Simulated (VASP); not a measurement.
# SiNi (Pmmn) in VASP: relaxation of shape and atoms at fixed volume with PBEsol

Aim: the relaxation of shape and atoms at fixed volume of SiNi with PBEsol.

All numbers are computed with VASP 6.6.1; they aren't measurements. Logs are shortened: lines on timing, memory, paths and dates and some standing lists are left out, and cuts for length are marked.

### Step 1. The cell of the first run

Symmetry: Pmmn, No. 59, orthorhombic system. The conventional cell has a = 3.134 Å, b = 3.322 Å, c = 4.782 Å, α = 90.00°, β = 90.00°, γ = 90.00°. Within 3.4 Å of Si (site symmetry mm2) lie 6 Ni at 2.39 to 2.44 Å and 8 Si at 2.74 to 3.32 Å. Ni (site symmetry mm2) has 6 Si at 2.39 to 2.44 Å and 8 Ni at 2.74 to 3.32 Å within 3.4 Å.

### Step 2. Relaxation of shape and atoms at fixed volume, PBEsol (12.45 Å³/atom)

The input, INCAR:

```
SYSTEM = SiNi
PREC = Accurate ; ENCUT = 600
EDIFF = 1E-7 ; ISMEAR = 0
SIGMA = 0.1 ; LREAL = .FALSE.
LASPH = .TRUE. ; NELM = 120
ALGO = Normal ; ISIF = 4
LWAVE = .FALSE. ; LCHARG = .FALSE.
GGA = PS ; IBRION = 2
NSW = 50 ; EDIFFG = -0.01
GGA_COMPAT = .FALSE. ; NELMIN = 4
```

The input, KPOINTS:

```
Automatic mesh
0
G
  14 12 10
  0 0 0
```

The input, POSCAR:

```
SiNi
1.0
    3.1336638859      0.0000000000      0.0000000000
    0.0000000000      3.3223426795      0.0000000000
    0.0000000000      0.0000000000      4.7819095171
Si Ni
2 2
Direct
    0.0000000000      0.0000000000      0.1590955734
    0.5000000000      0.5000000000      0.8409044266
    0.0000000000      0.0000000000      0.6588540016
    0.5000000000      0.5000000000      0.3411459984
```

Potentials or basis: VASP PAW PBE potentials, release 64 (Si, Ni).

On the command line:

```console
$ cat potpaw_PBE.64/Si/POTCAR potpaw_PBE.64/Ni/POTCAR > POTCAR
$ mpirun -np 1 vasp_std > vasp.out
```

OUTCAR:

```text
SYSTEM = SiNi
   PREC = Accurate
   ENCUT = 600
   EDIFF = 1E-7
   ISMEAR = 0
   LREAL = .FALSE.
   LASPH = .TRUE.
   NELM = 120
   ISIF = 4
   GGA = PS
   IBRION = 2
   NSW = 50
   EDIFFG = -0.01
   NELMIN = 4

 ion  position               nearest neighbor table
   1  0.000  0.000  0.159-   3 2.39   3 2.39   4 2.44   4 2.44   4 2.44   4 2.44   2 2.74   2 2.74
                             2 2.74   2 2.74
   2  0.500  0.500  0.841-   4 2.39   4 2.39   3 2.44   3 2.44   3 2.44   3 2.44   1 2.74   1 2.74
                             1 2.74   1 2.74
   3  0.000  0.000  0.659-   1 2.39   1 2.39   2 2.44   2 2.44   2 2.44   2 2.44   4 2.74   4 2.74
                             4 2.74   4 2.74
   4  0.500  0.500  0.341-   2 2.39   2 2.39   1 2.44   1 2.44   1 2.44   1 2.44   3 2.74   3 2.74
                             3 2.74   3 2.74

  LATTYP: Found a simple orthorhombic cell.
 ALAT       =     3.1336638859
 B/A-ratio  =     1.0602102843
 C/A-ratio  =     1.5259803512

  Lattice vectors:

 A1 = (   3.1336638859,   0.0000000000,   0.0000000000)
 A2 = (   0.0000000000,   3.3223426795,   0.0000000000)
 A3 = (   0.0000000000,   0.0000000000,   4.7819095171)

Analysis of symmetry for initial positions (statically):
=====================================================================
 Subroutine PRICEL returns:
 Original cell was already a primitive cell.

 Routine SETGRP: Setting up the symmetry group for a
 simple orthorhombic supercell.

 Subroutine GETGRP returns: Found  8 space group operations
 (whereof  4 operations were pure point group operations)
 out of a pool of  8 trial point group operations.

The static configuration has the point symmetry C_2v.
 The point group associated with its full space group is D_2h.

Analysis of symmetry for dynamics (positions and initial velocities):
=====================================================================
 Subroutine PRICEL returns:
 Original cell was already a primitive cell.

 Routine SETGRP: Setting up the symmetry group for a
 simple orthorhombic supercell.

 Subroutine GETGRP returns: Found  8 space group operations
 (whereof  4 operations were pure point group operations)
 out of a pool of  8 trial point group operations.

The dynamic configuration has the point symmetry C_2v.
 The point group associated with its full space group is D_2h.

 Subroutine INISYM returns: Found  8 space group operations
 (whereof  4 operations are pure point group operations),
 and found     1 'primitive' translations

----------------------------------------------------------------------------------------

                                     Primitive cell

  volume of cell :      49.7850

  direct lattice vectors                    reciprocal lattice vectors
     3.133663886  0.000000000  0.000000000     0.319115271  0.000000000  0.000000000
     0.000000000  3.322342680  0.000000000     0.000000000  0.300992431  0.000000000
     0.000000000  0.000000000  4.781909517     0.000000000  0.000000000  0.209121481

  length of vectors
     3.133663886  3.322342680  4.781909517     0.319115271  0.300992431  0.209121481

  position of ions in fractional coordinates (direct lattice)
     0.000000000  0.000000000  0.159095573
     0.500000000  0.500000000  0.840904427
     0.000000000  0.000000000  0.658854002
     0.500000000  0.500000000  0.341145998

  ion indices of the primitive-cell ions
   primitive index   ion index
                 1           1
                 2           2
                 3           3
                 4           4

----------------------------------------------------------------------------------------

 KPOINTS: Automatic mesh

Automatic generation of k-mesh.
 Grid dimensions read from file:
 generate k-points for:   14   12   10

 Generating k-lattice:

  Cartesian coordinates                     Fractional coordinates (reciprocal lattice)
     0.022793948  0.000000000  0.000000000     0.071428571  0.000000000  0.000000000
     0.000000000  0.025082703  0.000000000     0.000000000  0.083333333  0.000000000
     0.000000000  0.000000000  0.020912148     0.000000000  0.000000000  0.100000000

  Length of vectors
     0.022793948  0.025082703  0.020912148

  Shift w.r.t. Gamma in fractional coordinates (k-lattice)
     0.000000000  0.000000000  0.000000000

 Subroutine IBZKPT returns following result:
 ===========================================

 Found    336 irreducible k-points:

 Following reciprocal coordinates:
            Coordinates               Weight
  0.000000  0.000000  0.000000      1.000000
  0.071429  0.000000  0.000000      2.000000
  0.142857  0.000000  0.000000      2.000000
  0.214286  0.000000  0.000000      2.000000
  0.285714  0.000000  0.000000      2.000000
  0.357143  0.000000  0.000000      2.000000
[... 16 lines left out ...]
  0.428571  0.166667  0.000000      4.000000
  0.500000  0.166667  0.000000      2.000000
 [... further k-points ...]
   k-points           NKPTS =    336   k-points in BZ     NKDIM =    336   number of bands    NBANDS=     18
   number of dos      NEDOS =    301   number of ions     NIONS =      4
   total plane-waves  NPLWV =  31360
   dimension x,y,z NGX =    28 NGY =   28 NGZ =   40
   dimension x,y,z NGXF=    56 NGYF=   56 NGZF=   80
   ions per type =               2   2
   NGX,Y,Z   is equivalent  to a cutoff of  14.85, 14.01, 13.91 a.u.
   NGXF,Y,Z  is equivalent  to a cutoff of  29.71, 28.02, 27.81 a.u.
 SYSTEM =  SiNi
   PREC   = accura    normal or accurate (medium, high low for compatibility)
   ISTART =      0    job   : 0-new  1-cont  2-samecut
   ICHARG =      2    charge: 1-file 2-atom 10-const
   ISPIN  =      1    spin polarized calculation?
   LNONCOLLINEAR =      F non collinear calculations
   LSORBIT =      F    spin-orbit coupling
   LASPH  =      T    aspherical Exc in radial PAW
   ENCUT  =  600.0 eV  44.10 Ry    6.64 a.u.   6.26  6.64  9.55*2*pi/ulx,y,z
   NELM   =    120;   NELMIN=  4; NELMDL= -5     # of ELM steps
   EDIFF  = 0.1E-06   stopping-criterion for ELM
   LREAL  =      F    real-space projection
   EDIFFG = -.1E-01   stopping-criterion for IOM
   NSW    =     50    number of steps for IOM
   IBRION =      2    ionic relax: 0-MD 1-quasi-New 2-CG
   NFREE  =      1    steps in history (QN), initial steepest desc. (CG)
   ISIF   =      4    stress and relaxation
   ISYM   =      2    0-nonsym 1-usesym 2-fastsym
   POTIM  = 0.5000    time-step for ionic-motion
   TEBEG  =    0.0;   TEEND  =   0.0 temperature during run
   PSTRESS=    0.0 pullay stress
   NELECT =      28.0000    total number of electrons
   NUPDOWN=      -1.0000    fix difference up-down
   EMIN   =  10.00;   EMAX   =-10.00  energy-range for DOS
   EFERMI =   0.00;   METHOD = LEGACY
   ISMEAR =     0;   SIGMA  =   0.10  broadening in eV -4-tet -1-fermi 0-gaus
   EFERMI_NEDOS =   21; number of points for ismear=-14 and -15
   IALGO  =     38    algorithm
   IMIX   =      4    mixing-type and parameters
     AMIX     =   0.40;   BMIX     =  1.00
     AMIX_MAG =   1.60;   BMIX_MAG =  1.00
  volume/ion in A,a.u.               =      12.45        83.99
  Fermi-wavevector in a.u.,A,eV,Ry     =   1.351330  2.553644 24.845503  1.826093
  Thomas-Fermi vector in A             =   2.478761
   LORBIT       =      0    0 simple, 1 ext, 2 COOP (PROOUT), +10 PAW based schemes
   GGA     = PS    functional components
   LHFCALC =     F    Hartree Fock is set to
   AEXX    =    0.0000 exact exchange contribution
   IVDW    =     0    specifies the selected vdW correction
   LEPSILON=     F    determine dielectric tensor
   LRPA    =     F    only Hartree local field effects (RPA)
 conjugate gradient relaxation of ions
 non-spin polarized calculation
 Gauss-broadening in eV      SIGMA  =   0.10
  energy-cutoff  :      600.00
  volume of cell :       49.78
 maximum number of plane-waves:      1682
 NGX is ok and might be reduce to    28
   NGX = 13   NGY = 13   NGZ = 19

--------------------------------------- Ionic step        1  -------------------------------------------

 number of electron      28.0000000 magnetization

 Free energy of the ion-electron system (eV)
  ---------------------------------------------------
  ext. energy  EPLUGINS =         0.00000000
  ---------------------------------------------------
  free energy    TOTEN  =       -25.74697909 eV

  energy without entropy =      -25.74126392  energy(sigma->0) =      -25.74412150

------------------------ aborting loop because EDIFF is reached ----------------------------------------

  FORCE on cell =-STRESS in cart. coord.  units (eV):
  Direction    XX          YY          ZZ          XY          YZ          ZX
  --------------------------------------------------------------------------------------
  -------------------------------------------------------------------------------------
  Total       -4.2574153     -4.3809519     -4.8442534      0.0000000      0.0000000      0.0000000
  in kB     -137.0119380   -140.9875872   -155.8975335      0.0000000      0.0000000      0.0000000
  external PRESSURE =    -144.6323529 kB  Pullay stress =       0.0000000 kB

 VOLUME and BASIS-vectors are now :
 -----------------------------------------------------------------------------
  energy-cutoff  :      600.00
  volume of cell :       49.78
      direct lattice vectors                 reciprocal lattice vectors
     3.133663886  0.000000000  0.000000000     0.319115271  0.000000000  0.000000000
     0.000000000  3.322342680  0.000000000     0.000000000  0.300992431  0.000000000
     0.000000000  0.000000000  4.781909517     0.000000000  0.000000000  0.209121481
[... 191 lines left out ...]
 POSITION                                       TOTAL-FORCE (eV/Angst)
 -----------------------------------------------------------------------------------
      0.00000      0.00000      0.76295         0.000000      0.000000     -0.019267
      1.57584      1.65950      3.99642         0.000000      0.000000      0.019267
      0.00000      0.00000      3.14191         0.000000      0.000000      0.000422
      1.57584      1.65950      1.61746         0.000000      0.000000     -0.000422
 -----------------------------------------------------------------------------------
    total drift:                                0.000000      0.000000     -0.000000

  FREE ENERGIE OF THE ION-ELECTRON SYSTEM (eV)
  ---------------------------------------------------
  free  energy   TOTEN  =       -25.7492639838 eV

  energy  without entropy=      -25.7434656360  energy(sigma->0) =      -25.74636481

--------------------------------------- Ionic step        7  -------------------------------------------

 number of electron      28.0000006 magnetization

 Free energy of the ion-electron system (eV)
  ---------------------------------------------------
  ext. energy  EPLUGINS =         0.00000000
  ---------------------------------------------------
  free energy    TOTEN  =       -25.74932874 eV

  energy without entropy =      -25.74350831  energy(sigma->0) =      -25.74641853

 E-fermi :  10.1365     XC(G=0): -12.2298

 val. band max:       10.1292455338   @ k =   0.2143   0.3333   0.0000
 cond. band min:      10.1406833845   @ k =   0.1429   0.0833   0.5000
 fundamental gap:      0.0114378507
 Fermi energy:        10.1365323569

 k-point     1 :       0.0000    0.0000    0.0000
  band No.  band energies     occupation
      1      -3.0241      2.00000
      2       2.4678      2.00000
      3       4.1885      2.00000
      4       6.4169      2.00000
      5       6.9760      2.00000
      6       7.2975      2.00000
[... 10 lines left out ...]
     17      14.9173      0.00000
     18      15.3198      0.00000
[... 463 lines left out ...]
 k-point    24 :       0.5000    0.1667    0.0000
  band No.  band energies     occupation
      1       0.7572      2.00000
      2       0.7572      2.00000
      3       5.5338      2.00000
      4       5.5338      2.00000
      5       6.1959      2.00000
      6       6.1959      2.00000
[... 10 lines left out ...]
     17      12.1140      0.00000
     18      12.1140      0.00000

 [... further k-points ...]

------------------------ aborting loop because EDIFF is reached ----------------------------------------

  FORCE on cell =-STRESS in cart. coord.  units (eV):
  Direction    XX          YY          ZZ          XY          YZ          ZX
  --------------------------------------------------------------------------------------
  -------------------------------------------------------------------------------------
  Total       -4.3409751     -4.3777138     -4.3747240      0.0000000      0.0000000      0.0000000
  in kB     -139.7010538   -140.8833770   -140.7871601      0.0000000      0.0000000      0.0000000
  external PRESSURE =    -140.4571970 kB  Pullay stress =       0.0000000 kB

 VOLUME and BASIS-vectors are now :
 -----------------------------------------------------------------------------
  energy-cutoff  :      600.00
  volume of cell :       49.78
      direct lattice vectors                 reciprocal lattice vectors
     3.154680912  0.000000000  0.000000000     0.316989270  0.000000000  0.000000000
     0.000000000  3.315888636  0.000000000     0.000000000  0.301578283  0.000000000
     0.000000000  0.000000000  4.759297112     0.000000000  0.000000000  0.210115060

 POSITION                                       TOTAL-FORCE (eV/Angst)
 -----------------------------------------------------------------------------------
      0.00000      0.00000      0.76195         0.000000      0.000000     -0.006612
      1.57734      1.65794      3.99735         0.000000      0.000000      0.006612
      0.00000      0.00000      3.14212         0.000000      0.000000     -0.005320
      1.57734      1.65794      1.61718         0.000000      0.000000      0.005320
 -----------------------------------------------------------------------------------
    total drift:                                0.000000      0.000000     -0.000000

  FREE ENERGIE OF THE ION-ELECTRON SYSTEM (eV)
  ---------------------------------------------------
  free  energy   TOTEN  =       -25.7493287434 eV

  energy  without entropy=      -25.7435083113  energy(sigma->0) =      -25.74641853

 reached required accuracy - stopping structural energy minimisation
```

Run time: 28 min. Hardware: 1 thread of Oxide Virtual Turin-like, shared host; peak memory 0.42 GiB.

Results:

```
Free energy                  : -25.7493 eV
Energy gained by relaxing    : 0.6 meV/atom
Ionic steps                  : 7
Pressure after relaxing      : -14.0 GPa
Largest force after relaxing : 0.007 eV/Å
Band gap on the k mesh       : zero (bands 14 and 15 overlap by 2.62 eV)
```

Forces in eV/Å, atoms in the order of the input:
```
Si   0.000  0.000 -0.007
Si   0.000  0.000  0.007
Ni   0.000  0.000 -0.005
Ni   0.000  0.000  0.005
```

The path:
```
step  energy change (eV)  largest force (eV/Å)  pressure (GPa)  volume (Å³)
   1              0.0000                0.0819          -14.46        49.78
   2             -0.0020                0.0211          -14.15        49.78
   3             -0.0021                0.0119          -14.05        49.78
   4             -0.0021                0.0110          -14.10        49.78
   5             -0.0022                0.0025          -14.05        49.78
   6             -0.0023                0.0193          -14.02        49.78
   7             -0.0023                0.0066          -14.05        49.78
```

Final structure:
```xyz
4
Lattice="3.1547 0.0000 0.0000 0.0000 3.3159 0.0000 0.0000 0.0000 4.7593" Properties=species:S:1:pos:R:3 pbc="T T T"
Si    0.0000    0.0000    0.7620
Si    1.5773    1.6579    3.9973
Ni    0.0000    0.0000    3.1421
Ni    1.5773    1.6579    1.6172
```

Levels at points of the mesh, in eV from the Fermi level:
| k point | band 12 | band 13 | band 14 | band 15 | band 16 | band 17 |
| --- | --- | --- | --- | --- | --- | --- |
| (0.00, 0.00, 0.00) | -1.86 | -1.86 | -0.76 | 0.32 | 2.82 | 4.78 |
| (0.50, 0.00, 0.00) | -2.28 | -1.60 | -1.60 | 1.46 | 1.46 | 3.49 |
| (0.00, 0.50, 0.00) | -2.13 | -1.84 | -1.84 | 1.22 | 1.22 | 4.10 |
| (0.50, 0.50, 0.00) | -1.78 | -1.58 | -1.58 | 1.28 | 1.28 | 1.86 |
| (0.00, 0.00, 0.50) | -1.91 | 1.38 | 2.12 | 2.12 | 2.24 | 2.60 |
| (0.50, 0.00, 0.50) | -1.96 | -1.44 | -1.44 | 3.82 | 3.82 | 5.18 |
| (0.00, 0.50, 0.50) | -1.88 | -1.70 | -1.70 | 4.51 | 4.51 | 5.29 |
| (0.50, 0.50, 0.50) | -1.79 | -1.55 | -1.55 | -0.31 | -0.31 | 0.70 |

Caveat: the PAW data sets were made with another functional, which shifts forces and pressure a little. Spin polarisation is off, so any magnetic state and its effect on volume and gap are missing.
